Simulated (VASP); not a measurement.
Set up this calculation in VASP 6.6.1, as the native input.

| Item | Value |
| --- | --- |
| Task | single point |
| Functional | PBE |
| Potentials or basis | VASP PAW PBE potentials, release 64 (Ir) |
| Cutoff | 520 eV |
| k mesh | 18 × 18 × 10 |
| Occupations | gaussian, width 0.1 eV |
| Spin | no spin polarisation |
| Dipole correction | no |
| Further INCAR settings | ALGO = Normal; EDIFF = 1e-07; NBANDS = 16 |

The structure of Ir lies in POSCAR:

```
Ir
1.0
    2.7480528853      0.0000000000      0.0000000000
   -1.3740264427      2.3798836096      0.0000000000
    0.0000000000      0.0000000000      4.4533999193
Ir
2
Direct
    0.0000000000      0.0000000000      0.0000000000
    0.3333333333      0.6666666667      0.5000000000
```

This isn't the form of Ir at room conditions, which is fcc.

The input as run:

INCAR

```
SYSTEM = Ir
ALGO = Normal
EDIFF = 1E-7
ENCUT = 520
GGA = PE
ISIF = 2
ISMEAR = 0
LASPH = .TRUE.
LCHARG = .FALSE.
LREAL = .FALSE.
LWAVE = .FALSE.
NBANDS = 16
NELM = 100
PREC = Accurate
SIGMA = 0.1
```

KPOINTS

```
k-points
0
G
  18 18 10
  0 0 0
```

Potentials or basis: VASP PAW PBE potentials, release 64 (Ir).

Run with:

```bash
$ cat potpaw_PBE.64/Ir/POTCAR > POTCAR
$ mpirun -np 1 vasp_std > vasp.out
```

It gave:

* Pressure: 0.5 GPa
* Band gap on the k mesh: zero (bands 9 and 10 overlap by 3.18 eV)

Caveat: spin-orbit coupling is left out, which moves the levels of the heavy elements.

Wall time 48 s on 1 thread of Intel(R) Xeon(R) Platinum 8488C (Sapphire Rapids), on a shared host, peak memory 0.21 GiB.
